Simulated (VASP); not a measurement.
# SnSe2 (P-3m1) in VASP: notebook

The runs below take SnSe2 through single point, with PBE.

All numbers are computed with VASP 6.6.1; they aren't measurements. Logs are shortened: lines on timing, memory, paths and dates and some standing lists are left out, and cuts for length are marked.

### 1 The cell of the first run

Symmetry: P-3m1, No. 164, trigonal system. The conventional cell has a = 3.746 Å, b = 3.746 Å, c = 6.032 Å, α = 90.00°, β = 90.00°, γ = 120.00°. Within 3.5 Å of Sn (site symmetry -3m) lie 6 Se at 2.63 Å. Within 3.5 Å of Se (site symmetry 3m) lie 3 Sn at 2.63 Å.

### 2 Single point, PBE

Contents of INCAR:

```
ALGO     = Normal         # electronic algorithm
EDIFF    = 1E-7           # SCF threshold, eV
ENCUT    = 520            # plane-wave cutoff, eV
GGA      = PE             # functional
ISIF     = 2              # what is computed and relaxed
ISMEAR   = 0              # smearing method
LASPH    = T              # aspherical terms in the spheres
LCHARG   = F              # write CHGCAR
LREAL    = F              # projectors in reciprocal space
LWAVE    = F              # write WAVECAR
NBANDS   = 20             # bands
NELM     = 80             # most SCF steps
PREC     = Accurate       # precision mode
SIGMA    = 0.01           # smearing width, eV
```

Contents of KPOINTS:

```
k-points
0
Gamma
  6 6 4
```

Contents of POSCAR:

```
SnSe2
1.0
    3.7463942988      0.0000000000      0.0000000000
   -1.8731971494      3.2444728183      0.0000000000
    0.0000000000      0.0000000000      6.0319799048
Sn Se
1 2
Direct
    0.0000000000      0.0000000000      0.0000000000
    0.3333333333      0.6666666667      0.2490000000
    0.6666666667      0.3333333333      0.7510000000
```

Potentials or basis: VASP PAW PBE potentials, release 64 (Sn_d, Se).

Run with:

```bash
$ cat potpaw_PBE.64/Sn_d/POTCAR potpaw_PBE.64/Se/POTCAR > POTCAR
$ mpirun -np 1 vasp_std > vasp.out
```

OUTCAR:

```text
EDIFF = 1E-7
   ENCUT = 520
   GGA = PE
   ISIF = 2
   ISMEAR = 0
   LASPH = T
   LREAL = F
   NELM = 80
   PREC = Accurate

 ion  position               nearest neighbor table
   1  0.000  0.000  0.000-   2 2.63   3 2.63   3 2.63   2 2.63   3 2.63   2 2.63
   2  0.333  0.667  0.249-   1 2.63   1 2.63   1 2.63
   3  0.667  0.333  0.751-   1 2.63   1 2.63   1 2.63

  LATTYP: Found a hexagonal cell.
 ALAT       =     3.7463942988
 C/A-ratio  =     1.6100760955

  Lattice vectors:

 A1 = (   3.7463942988,   0.0000000000,   0.0000000000)
 A2 = (  -1.8731971494,   3.2444728183,   0.0000000000)
 A3 = (   0.0000000000,   0.0000000000,   6.0319799048)

Analysis of symmetry for initial positions (statically):
=====================================================================
 Subroutine PRICEL returns:
 Original cell was already a primitive cell.

 Routine SETGRP: Setting up the symmetry group for a
 hexagonal supercell.

 Subroutine GETGRP returns: Found 12 space group operations
 (whereof 12 operations were pure point group operations)
 out of a pool of 24 trial point group operations.

The static configuration has the point symmetry D_3d.

Analysis of symmetry for dynamics (positions and initial velocities):
=====================================================================
 Subroutine PRICEL returns:
 Original cell was already a primitive cell.

 Routine SETGRP: Setting up the symmetry group for a
 hexagonal supercell.

 Subroutine GETGRP returns: Found 12 space group operations
 (whereof 12 operations were pure point group operations)
 out of a pool of 24 trial point group operations.

The dynamic configuration has the point symmetry D_3d.

 Subroutine INISYM returns: Found 12 space group operations
 (whereof 12 operations are pure point group operations),
 and found     1 'primitive' translations

----------------------------------------------------------------------------------------

                                     Primitive cell

  volume of cell :      73.3192

  direct lattice vectors                    reciprocal lattice vectors
     3.746394299  0.000000000  0.000000000     0.266923319  0.154108241  0.000000000
    -1.873197149  3.244472818  0.000000000     0.000000000  0.308216483  0.000000000
     0.000000000  0.000000000  6.031979905     0.000000000  0.000000000  0.165783046

  length of vectors
     3.746394299  3.746394457  6.031979905     0.308216496  0.308216483  0.165783046

  position of ions in fractional coordinates (direct lattice)
     0.000000000  0.000000000  0.000000000
     0.333333333  0.666666667  0.249000000
     0.666666667  0.333333333  0.751000000

  ion indices of the primitive-cell ions
   primitive index   ion index
                 1           1
                 2           2
                 3           3

----------------------------------------------------------------------------------------

 KPOINTS: k-points

Automatic generation of k-mesh.
 Grid dimensions read from file:
 generate k-points for:    6    6    4

 Generating k-lattice:

  Cartesian coordinates                     Fractional coordinates (reciprocal lattice)
     0.044487220  0.025684707  0.000000000     0.166666667  0.000000000  0.000000000
     0.000000000  0.051369414  0.000000000     0.000000000  0.166666667  0.000000000
     0.000000000  0.000000000  0.041445761     0.000000000  0.000000000  0.250000000

  Length of vectors
     0.051369416  0.051369414  0.041445761

  Shift w.r.t. Gamma in fractional coordinates (k-lattice)
     0.000000000  0.000000000  0.000000000

 Subroutine IBZKPT returns following result:
 ===========================================

 Found     24 irreducible k-points:

 Following reciprocal coordinates:
            Coordinates               Weight
  0.000000  0.000000  0.000000      1.000000
  0.166667  0.000000  0.000000      6.000000
  0.333333 -0.000000  0.000000      6.000000
  0.500000  0.000000  0.000000      3.000000
  0.166667  0.166667  0.000000      6.000000
  0.333333  0.166667  0.000000     12.000000
[... 16 lines left out ...]
  0.333333  0.166667  0.500000     12.000000
  0.333333  0.333333  0.500000      2.000000
   k-points           NKPTS =     24   k-points in BZ     NKDIM =     24   number of bands    NBANDS=     20
   number of dos      NEDOS =    301   number of ions     NIONS =      3
   total plane-waves  NPLWV =  37632
   dimension x,y,z NGX =    28 NGY =   28 NGZ =   48
   dimension x,y,z NGXF=    56 NGYF=   56 NGZF=   96
   ions per type =               1   2
   NGX,Y,Z   is equivalent  to a cutoff of  12.42, 12.42, 13.23 a.u.
   NGXF,Y,Z  is equivalent  to a cutoff of  24.85, 24.85, 26.46 a.u.
 SYSTEM =  unknown system
   PREC   = accura    normal or accurate (medium, high low for compatibility)
   ISTART =      0    job   : 0-new  1-cont  2-samecut
   ICHARG =      2    charge: 1-file 2-atom 10-const
   ISPIN  =      1    spin polarized calculation?
   LNONCOLLINEAR =      F non collinear calculations
   LSORBIT =      F    spin-orbit coupling
   LASPH  =      T    aspherical Exc in radial PAW
   ENCUT  =  520.0 eV  38.22 Ry    6.18 a.u.   6.97  6.97 11.22*2*pi/ulx,y,z
   NELM   =     80;   NELMIN=  2; NELMDL= -5     # of ELM steps
   EDIFF  = 0.1E-06   stopping-criterion for ELM
   LREAL  =      F    real-space projection
   EDIFFG = 0.1E-05   stopping-criterion for IOM
   NSW    =      0    number of steps for IOM
   IBRION =     -1    ionic relax: 0-MD 1-quasi-New 2-CG
   NFREE  =      0    steps in history (QN), initial steepest desc. (CG)
   ISIF   =      2    stress and relaxation
   ISYM   =      2    0-nonsym 1-usesym 2-fastsym
   POTIM  = 0.5000    time-step for ionic-motion
   TEBEG  =    0.0;   TEEND  =   0.0 temperature during run
   PSTRESS=    0.0 pullay stress
   NELECT =      26.0000    total number of electrons
   NUPDOWN=      -1.0000    fix difference up-down
   EMIN   =  10.00;   EMAX   =-10.00  energy-range for DOS
   EFERMI =   0.00;   METHOD = LEGACY
   ISMEAR =     0;   SIGMA  =   0.01  broadening in eV -4-tet -1-fermi 0-gaus
   EFERMI_NEDOS =   21; number of points for ismear=-14 and -15
   IALGO  =     38    algorithm
   IMIX   =      4    mixing-type and parameters
     AMIX     =   0.40;   BMIX     =  1.00
     AMIX_MAG =   1.60;   BMIX_MAG =  1.00
  volume/ion in A,a.u.               =      24.44       164.93
  Fermi-wavevector in a.u.,A,eV,Ry     =   1.158760  2.189739 18.268875  1.342724
  Thomas-Fermi vector in A             =   2.295359
   LORBIT       =      0    0 simple, 1 ext, 2 COOP (PROOUT), +10 PAW based schemes
   GGA     = PE    functional components
   LHFCALC =     F    Hartree Fock is set to
   AEXX    =    0.0000 exact exchange contribution
   IVDW    =     0    specifies the selected vdW correction
   LEPSILON=     F    determine dielectric tensor
   LRPA    =     F    only Hartree local field effects (RPA)
 non-spin polarized calculation
 Gauss-broadening in eV      SIGMA  =   0.01
  energy-cutoff  :      520.00
  volume of cell :       73.32
 maximum number of plane-waves:      1992
   NGX = 13   NGY = 13   NGZ = 23

 number of electron      25.9999993 magnetization

 Free energy of the ion-electron system (eV)
  ---------------------------------------------------
  ext. energy  EPLUGINS =         0.00000000
  ---------------------------------------------------
  free energy    TOTEN  =       -11.54587531 eV

  energy without entropy =      -11.54587531  energy(sigma->0) =      -11.54587531

 E-fermi :   4.8108     XC(G=0):  -9.6875

 val. band max:        4.7547355869   @ k =   0.0000   0.0000   0.0000
 cond. band min:       5.6072259716   @ k =   0.5000   0.0000   0.2500
 fundamental gap:      0.8524903847
 Fermi energy:         4.8108271926

 k-point     1 :       0.0000    0.0000    0.0000
  band No.  band energies     occupation
      1     -16.6082      2.00000
      2     -16.6082      2.00000
      3     -16.5593      2.00000
      4     -16.5403      2.00000
      5     -16.5403      2.00000
      6      -9.6604      2.00000
[... 12 lines left out ...]
     19      13.7285      0.00000
     20      13.7285      0.00000

 k-point     2 :       0.1667    0.0000    0.0000
  band No.  band energies     occupation
      1     -16.6261      2.00000
      2     -16.5981      2.00000
      3     -16.5522      2.00000
      4     -16.5445      2.00000
      5     -16.5369      2.00000
      6      -9.3619      2.00000
[... 12 lines left out ...]
     19      13.0191      0.00000
     20      13.9726      0.00000

 k-point     3 :       0.3333   -0.0000    0.0000
  band No.  band energies     occupation
      1     -16.6655      2.00000
      2     -16.5865      2.00000
      3     -16.5627      2.00000
      4     -16.5243      2.00000
      5     -16.5213      2.00000
      6      -8.5505      2.00000
[... 12 lines left out ...]
     19      13.8080      0.00000
     20      14.6637      0.00000

 k-point     4 :       0.5000    0.0000    0.0000
  band No.  band energies     occupation
      1     -16.6858      2.00000
      2     -16.5846      2.00000
      3     -16.5686      2.00000
      4     -16.5130      2.00000
      5     -16.5094      2.00000
      6      -7.8177      2.00000
[... 12 lines left out ...]
     19      15.0059      0.00000
     20      15.5013      0.00000

 k-point     5 :       0.1667    0.1667    0.0000
  band No.  band energies     occupation
      1     -16.6470      2.00000
      2     -16.5965      2.00000
      3     -16.5525      2.00000
      4     -16.5423      2.00000
      5     -16.5217      2.00000
      6      -8.8000      2.00000
[... 12 lines left out ...]
     19      11.6960      0.00000
     20      15.1325      0.00000
[... 353 lines left out ...]
      6      -7.7123      2.00000
[... 12 lines left out ...]
     19      14.8005      0.00000
     20      15.7878      0.00000

 k-point    22 :       0.1667    0.1667    0.5000
  band No.  band energies     occupation
      1     -16.6472      2.00000
      2     -16.5965      2.00000
      3     -16.5525      2.00000
      4     -16.5422      2.00000
      5     -16.5216      2.00000
      6      -8.6344      2.00000
[... 12 lines left out ...]
     19      12.8005      0.00000
     20      13.9629      0.00000

 k-point    23 :       0.3333    0.1667    0.5000
  band No.  band energies     occupation
      1     -16.6670      2.00000
      2     -16.6008      2.00000
      3     -16.5575      2.00000
      4     -16.5256      2.00000
      5     -16.5117      2.00000
      6      -7.7899      2.00000
[... 12 lines left out ...]
     19      13.2153      0.00000
     20      14.4774      0.00000

 k-point    24 :       0.3333    0.3333    0.5000
  band No.  band energies     occupation
      1     -16.6369      2.00000
      2     -16.6369      2.00000
      3     -16.5363      2.00000
      4     -16.5363      2.00000
      5     -16.5178      2.00000
      6      -7.2574      2.00000
[... 12 lines left out ...]
     19      13.7514      0.00000
     20      13.8959      0.00000

------------------------ aborting loop because EDIFF is reached ----------------------------------------

  FORCE on cell =-STRESS in cart. coord.  units (eV):
  Direction    XX          YY          ZZ          XY          YZ          ZX
  --------------------------------------------------------------------------------------
  -------------------------------------------------------------------------------------
  Total        4.5812590      4.5812595      5.1193264     -0.0000000      0.0000000      0.0000000
  in kB      100.1101055    100.1101168    111.8680038     -0.0000000      0.0000000      0.0000000
  external PRESSURE =     104.0294087 kB  Pullay stress =       0.0000000 kB

 VOLUME and BASIS-vectors are now :
 -----------------------------------------------------------------------------
  energy-cutoff  :      520.00
  volume of cell :       73.32
      direct lattice vectors                 reciprocal lattice vectors
     3.746394299  0.000000000  0.000000000     0.266923319  0.154108241  0.000000000
    -1.873197149  3.244472818  0.000000000     0.000000000  0.308216483  0.000000000
     0.000000000  0.000000000  6.031979905     0.000000000  0.000000000  0.165783046

 POSITION                                       TOTAL-FORCE (eV/Angst)
 -----------------------------------------------------------------------------------
      0.00000      0.00000      0.00000        -0.000000      0.000000      0.000000
     -0.00000      2.16298      1.50196         0.000000     -0.000000      1.358955
      1.87320      1.08149      4.53002        -0.000000      0.000000     -1.358955
 -----------------------------------------------------------------------------------
    total drift:                                0.000000      0.000000     -0.000000

  FREE ENERGIE OF THE ION-ELECTRON SYSTEM (eV)
  ---------------------------------------------------
  free  energy   TOTEN  =       -11.5458753126 eV

  energy  without entropy=      -11.5458753126  energy(sigma->0) =      -11.54587531
```

It took 28 s on 1 thread of Intel Xeon Platinum 8488C (Sapphire Rapids), shared host; peak memory 0.2 GiB.

Results:

```yaml
Free_energy: -11.5459 eV
Pressure: 10.4 GPa
Largest_force: 1.359 eV/Å
Band_gap_on_the_k_mesh: 0.85 eV, indirect (least direct gap 1.33 eV)
```

Forces in eV/Å, atoms in the order of the input:
```
Sn   0.000  0.000  0.000
Se   0.000  0.000  1.359
Se   0.000  0.000 -1.359
```

Levels at points of the mesh, in eV from the valence-band top:
| k point | band 9 | band 10 | band 11 | band 12 | band 13 | band 14 | band 15 | band 16 | band 17 | band 18 |
| --- | --- | --- | --- | --- | --- | --- | --- | --- | --- | --- |
| (0.00, 0.00, 0.00) | -0.77 | -0.77 | -0.43 | -0.43 | 0.00 | 1.33 | 2.96 | 4.72 | 4.72 | 8.17 |
| (0.50, 0.00, 0.00) | -4.79 | -3.12 | -2.90 | -1.33 | -0.34 | 1.20 | 3.83 | 5.39 | 5.59 | 7.55 |
| (0.00, 0.00, 0.50) | -2.25 | -0.86 | -0.86 | -0.27 | -0.27 | 2.68 | 2.98 | 4.42 | 4.42 | 8.28 |
| (0.50, 0.00, 0.50) | -5.27 | -2.72 | -2.11 | -0.93 | -0.77 | 0.94 | 4.27 | 4.83 | 5.74 | 6.58 |

Caveat: spin-orbit coupling is left out, which moves the levels of the heavy elements; this functional lacks dispersion, which binds the layers, so the pressure and a relaxed spacing across them are unreliable; forces of over 1 eV/Å act on the atoms, so gaps and moduli don't describe the material at rest. A k mesh can miss the band edges.

### 3 Single point, PBE

This run uses another cell than the first one, of 25.21 Å³/atom, 1.032 times its volume.

Contents of INCAR:

```
PREC = Accurate
ENCUT = 520
EDIFF = 1E-6
ISMEAR = 0
SIGMA = 0.01
LREAL = F
LASPH = T
NELM = 80
ALGO = Normal
ISIF = 2
LWAVE = F
LCHARG = F
GGA = PE
NBANDS = 20
```

Contents of KPOINTS:

```
Automatic mesh
0
Gamma
  6 6 4
```

Contents of POSCAR:

```
SnSe2
1.0
    3.7854220481      0.0000000000      0.0000000000
   -1.8927110241      3.2782718426      0.0000000000
    0.0000000000      0.0000000000      6.0948175511
Sn Se
1 2
Direct
    0.0000000000      0.0000000000      0.0000000000
    0.3333333333      0.6666666667      0.2490000000
    0.6666666667      0.3333333333      0.7510000000
```

Potentials or basis: VASP PAW PBE potentials, release 64 (Sn_d, Se).

Run with:

```bash
$ cat potpaw_PBE.64/Sn_d/POTCAR potpaw_PBE.64/Se/POTCAR > POTCAR
$ mpirun -np 1 vasp_std > vasp.out
```

Wall time 26 s (1 thread of Intel Xeon Platinum 8488C (Sapphire Rapids), shared host); peak memory 0.2 GiB.

Results (log left out):

* Free energy: -11.6743 eV
* Pressure: 7.4 GPa
* Largest force: 1.008 eV/Å
* Band gap on the k mesh: 0.83 eV, indirect (least direct gap 1.18 eV)

Forces on the atoms (eV/Å):
```
Sn   0.000  0.000  0.000
Se   0.000  0.000  1.008
Se   0.000  0.000 -1.008
```

Stress tensor (GPa, compression positive):
```
6.97 0.00 0.00
0.00 6.97 0.00
0.00 0.00 8.26
```

Levels at points of the mesh, in eV from the valence-band top:
```tsv
k point	band 10	band 11	band 12	band 13	band 14	band 15	band 16	band 17
(0.00, 0.00, 0.00)	-0.73	-0.41	-0.41	0.00	1.18	2.95	4.67	4.67
(0.50, 0.00, 0.00)	-2.99	-2.76	-1.24	-0.32	1.17	3.81	5.43	5.53
(0.00, 0.00, 0.50)	-0.82	-0.82	-0.25	-0.25	2.54	2.94	4.39	4.39
(0.50, 0.00, 0.50)	-2.59	-2.03	-0.87	-0.72	0.90	4.27	4.84	5.80
```

Caveat: spin-orbit coupling is left out, which moves the levels of the heavy elements; this functional lacks dispersion, which binds the layers, so the pressure and a relaxed spacing across them are unreliable; forces of over 1 eV/Å act on the atoms, so gaps and moduli don't describe the material at rest.

### 4 Single point, PBE

This run uses another cell than the first one, of 25.98 Å³/atom, 1.063 times its volume.

Contents of INCAR:

```
SYSTEM = SnSe2
PREC = Accurate ; ENCUT = 520
EDIFF = 1E-6 ; ISMEAR = 0
SIGMA = 0.01 ; LREAL = .False.
LASPH = .True. ; NELM = 100
ALGO = Normal ; ISIF = 2
LWAVE = .False. ; LCHARG = .False.
GGA = PE ; NBANDS = 20
```

Contents of KPOINTS:

```
regular mesh
0
Gamma
  6 6 4
  0 0 0
```

Contents of POSCAR:

```
SnSe2
1.0
    3.8236612226      0.0000000000      0.0000000000
   -1.9118306113      3.3113879410      0.0000000000
    0.0000000000      0.0000000000      6.1563855318
Sn Se
1 2
Direct
    0.0000000000      0.0000000000      0.0000000000
    0.3333333333      0.6666666667      0.2490000000
    0.6666666667      0.3333333333      0.7510000000
```

Run with:

```bash
$ cat potpaw_PBE.64/Sn_d/POTCAR potpaw_PBE.64/Se/POTCAR > POTCAR
$ mpirun -np 1 vasp_std > vasp.out
```

Wall time 29 s (1 thread of Intel Xeon Platinum 8488C (Sapphire Rapids), shared host); peak memory 0.2 GiB.

The run converged. Its results:

| Quantity | Value |
| --- | --- |
| Free energy | -11.7626 eV |
| Pressure | 4.9 GPa |
| Largest force | 0.696 eV/Å |
| Band gap on the k mesh | 0.81 eV, indirect (least direct gap 1.05 eV) |

Forces in eV/Å, atoms in the order of the input:
```
Sn   0.000  0.000  0.000
Se   0.000  0.000  0.696
Se   0.000  0.000 -0.696
```

Stress tensor (GPa, compression positive):
```
4.39 0.00 0.00
0.00 4.39 0.00
0.00 0.00 5.78
```

Levels at points of the mesh, in eV from the valence-band top:
| k point | band 9 | band 10 | band 11 | band 12 | band 13 | band 14 | band 15 | band 16 | band 17 | band 18 |
| --- | --- | --- | --- | --- | --- | --- | --- | --- | --- | --- |
| (0.00, 0.00, 0.00) | -0.68 | -0.68 | -0.38 | -0.38 | 0.00 | 1.05 | 2.94 | 4.62 | 4.62 | 8.12 |
| (0.50, 0.00, 0.00) | -4.42 | -2.86 | -2.64 | -1.17 | -0.29 | 1.15 | 3.79 | 5.47 | 5.47 | 7.22 |
| (0.00, 0.00, 0.50) | -2.00 | -0.77 | -0.77 | -0.23 | -0.23 | 2.40 | 2.91 | 4.36 | 4.36 | 8.15 |
| (0.50, 0.00, 0.50) | -4.86 | -2.48 | -1.96 | -0.82 | -0.68 | 0.86 | 4.26 | 4.85 | 5.86 | 6.31 |

Caveat: spin-orbit coupling is left out, which moves the levels of the heavy elements; this functional lacks dispersion, which binds the layers, so the pressure and a relaxed spacing across them are unreliable.

[end of part 1 of 2]
